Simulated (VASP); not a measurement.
# Ga (C2/c) in VASP: notebook, part 2 of 2

VASP 6.6.1.

**4. Single point, PBEsol (volume scaled by 1.02)**

The input, INCAR:

```
SYSTEM = Ga
PREC = Accurate
ENCUT = 520
EDIFF = 1E-7
ISMEAR = -1
SIGMA = 0.03
LREAL = .False.
LASPH = .True.
NELM = 100
ALGO = Normal
ISIF = 2
LWAVE = .False.
LCHARG = .False.
GGA = PS
NBANDS = 20
```

The input, KPOINTS:

```
Automatic mesh
0
Gamma
  14 14 11
  0 0 0
```

The input, POSCAR:

```
Ga
1.0
    1.3921592073     -4.0531663400      0.0000000000
    1.3921592073      4.0531663400      0.0000000000
   -0.1182278372      0.0000000000      3.3519831592
Ga
2
Direct
    0.8690000000      0.1310000000      0.2500000000
    0.1310000000      0.8690000000      0.7500000000
```

Launch:

```sh
> cat potpaw_PBE.64/Ga_d/POTCAR > POTCAR
> mpirun -np 1 vasp_std > vasp.out
```

Run time: 2.2 min. Hardware: 1 thread of Intel Xeon 6975P-C (Granite Rapids), shared host; peak memory 0.45 GiB.

It converged, with:

```
Free energy            : -6.6628 eV
Pressure               : -2.8 GPa
Largest force          : 0.174 eV/Å
Band gap on the k mesh : zero (band 13 reaches 9.26 eV, above the bottom of band 14 at 1.40 eV)
```

Forces in eV/Å, atoms in the order of the input:
```
Ga   0.000  0.174  0.000
Ga   0.000 -0.174  0.000
```

Stress tensor (GPa, compression positive):
```
-2.81  0.00 -0.07
 0.00 -2.75  0.00
-0.07  0.00 -2.81
```

Levels at points of the mesh, in eV from the Fermi level:
| k point | band 11 | band 12 | band 13 | band 14 | band 15 | band 16 |
| --- | --- | --- | --- | --- | --- | --- |
| (0.00, 0.00, 0.00) | -11.08 | -2.04 | -1.69 | 1.62 | 5.39 | 9.54 |
| (0.50, 0.00, 0.00) | -6.01 | -4.95 | -1.30 | -0.04 | 5.68 | 6.47 |
| (0.50, 0.50, 0.00) | -8.99 | -8.49 | 3.95 | 4.51 | 5.70 | 5.93 |

Caveat: the PAW data sets were made with another functional, which shifts forces and pressure a little.

**5. Single point, PBEsol (volume scaled by 1.06)**

The input, INCAR:

```
PREC     = Accurate       # precision mode
ENCUT    = 520            # plane-wave cutoff, eV
EDIFF    = 1E-6           # SCF threshold, eV
ISMEAR   = -1             # smearing method
SIGMA    = 0.03           # smearing width, eV
LREAL    = False          # projectors in reciprocal space
LASPH    = True           # aspherical terms in the spheres
NELM     = 80             # most SCF steps
ALGO     = Normal         # electronic algorithm
ISIF     = 2              # what is computed and relaxed
LWAVE    = False          # write WAVECAR
LCHARG   = False          # write CHGCAR
GGA      = PS             # functional
NBANDS   = 20             # bands
```

The input, KPOINTS:

```
regular mesh
0
Gamma
  14 14 11
```

The input, POSCAR:

```
Ga
1.0
    1.4101245334     -4.1054710295      0.0000000000
    1.4101245334      4.1054710295      0.0000000000
   -0.1197535260      0.0000000000      3.3952393258
Ga
2
Direct
    0.8690000000      0.1310000000      0.2500000000
    0.1310000000      0.8690000000      0.7500000000
```

Launch:

```sh
> cat potpaw_PBE.64/Ga_d/POTCAR > POTCAR
> mpirun -np 1 vasp_std > vasp.out
```

It took 1.9 min on 1 thread of Intel Xeon 6975P-C (Granite Rapids), shared host; peak memory 0.45 GiB.

Results (log left out):

- Free energy: -6.6295 eV
- Pressure: -4.4 GPa
- Largest force: 0.152 eV/Å
- Band gap on the k mesh: zero (band 13 reaches 8.82 eV, above the bottom of band 14 at 1.20 eV)

Forces on the atoms (eV/Å):
```
Ga   0.000  0.152  0.000
Ga   0.000 -0.152  0.000
```

Stress tensor (GPa, compression positive):
```
-4.43  0.00 -0.05
 0.00 -4.40  0.00
-0.05  0.00 -4.49
```

Levels at points of the mesh, in eV from the Fermi level:
| k point | band 9 | band 10 | band 11 | band 12 | band 13 | band 14 | band 15 | band 16 | band 17 | band 18 |
| --- | --- | --- | --- | --- | --- | --- | --- | --- | --- | --- |
| (0.00, 0.00, 0.00) | -14.66 | -14.54 | -10.79 | -1.92 | -1.79 | 1.62 | 5.34 | 9.27 | 9.71 | 9.96 |
| (0.50, 0.00, 0.00) | -14.60 | -14.56 | -5.92 | -4.78 | -1.22 | -0.10 | 5.51 | 6.25 | 8.10 | 8.77 |
| (0.50, 0.50, 0.00) | -14.63 | -14.60 | -8.75 | -8.28 | 3.87 | 4.41 | 5.49 | 5.72 | 7.25 | 10.66 |

Caveat: the PAW data sets were made with another functional, which shifts forces and pressure a little.

**6. Single point, PBEsol (volume scaled by 1.01)**

The input, INCAR:

```
ALGO = Normal ; EDIFF = 1E-6
ENCUT = 520 ; GGA = PS
ISIF = 2 ; ISMEAR = -1
LASPH = T ; LCHARG = F
LREAL = F ; LWAVE = F
NBANDS = 20 ; NELM = 100
PREC = Accurate ; SIGMA = 0.03
```

The input, KPOINTS:

```
k-points
0
Gamma
  14 14 11
```

The input, POSCAR:

```
Ga
1.0
    1.3875947181     -4.0398771747      0.0000000000
    1.3875947181      4.0398771747      0.0000000000
   -0.1178402022      0.0000000000      3.3409929716
Ga
2
Direct
    0.8690000000      0.1310000000      0.2500000000
    0.1310000000      0.8690000000      0.7500000000
```

Potentials or basis: VASP PAW PBE potentials, release 64 (Ga_d).

Launch:

```sh
> cat potpaw_PBE.64/Ga_d/POTCAR > POTCAR
> mpirun -np 1 vasp_std > vasp.out
```

It took 3.4 min on 1 thread of Intel Xeon Platinum 8488C (Sapphire Rapids), shared host; peak memory 0.44 GiB.

Results (log left out):

| Quantity | Value |
| --- | --- |
| Free energy | -6.6687 eV |
| Pressure | -2.4 GPa |
| Largest force | 0.178 eV/Å |
| Band gap on the k mesh | zero (band 13 reaches 9.37 eV, above the bottom of band 14 at 1.45 eV) |

Forces in eV/Å, atoms in the order of the input:
```
Ga   0.000  0.178  0.000
Ga   0.000 -0.178  0.000
```

Stress tensor (GPa, compression positive):
```
-2.42  0.00 -0.08
 0.00 -2.34  0.00
-0.08  0.00 -2.43
```

Levels at points of the mesh, in eV from the Fermi level:
| k point | band 9 | band 10 | band 11 | band 12 | band 13 | band 14 | band 15 | band 16 | band 17 | band 18 |
| --- | --- | --- | --- | --- | --- | --- | --- | --- | --- | --- |
| (0.00, 0.00, 0.00) | -14.70 | -14.56 | -11.16 | -2.06 | -1.66 | 1.62 | 5.41 | 9.61 | 10.09 | 10.33 |
| (0.50, 0.00, 0.00) | -14.62 | -14.58 | -6.03 | -4.99 | -1.33 | -0.02 | 5.73 | 6.52 | 8.38 | 9.19 |
| (0.50, 0.50, 0.00) | -14.66 | -14.62 | -9.05 | -8.55 | 3.97 | 4.54 | 5.75 | 5.98 | 7.49 | 10.89 |

Caveat: the PAW data sets were made with another functional, which shifts forces and pressure a little.

**7. The runs side by side**

| cell | gap on the mesh (eV) | pressure (GPa) | largest force (eV/Å) |
| --- | --- | --- | --- |
| a = 4.257, b = 4.257, c = 3.299 Å, angles 90.7, 90.7, 142.1°, 2 atoms | none | -1.4 | 0.20 |
| a = 4.257, b = 4.257, c = 3.399 Å, angles 90.6, 90.6, 142.1°, 2 atoms | none | -2.8 | 0.15 |
| a = 4.286, b = 4.286, c = 3.354 Å, angles 90.7, 90.7, 142.1°, 2 atoms | none | -2.8 | 0.17 |
| a = 4.341, b = 4.341, c = 3.397 Å, angles 90.7, 90.7, 142.1°, 2 atoms | none | -4.4 | 0.15 |
| a = 4.272, b = 4.272, c = 3.343 Å, angles 90.7, 90.7, 142.1°, 2 atoms | none | -2.4 | 0.18 |

Alike in all rows: task single point; level PBEsol; potentials or basis VASP PAW PBE potentials, release 64 (Ga_d); no spin polarisation; k mesh 14 × 14 × 11; cutoff (eV) 520; smearing fermi-dirac 0.03 eV.

Caveats: the PAW data sets were made with another functional, which shifts forces and pressure a little.

Absolute energies hang on the potentials; compare differences alone.
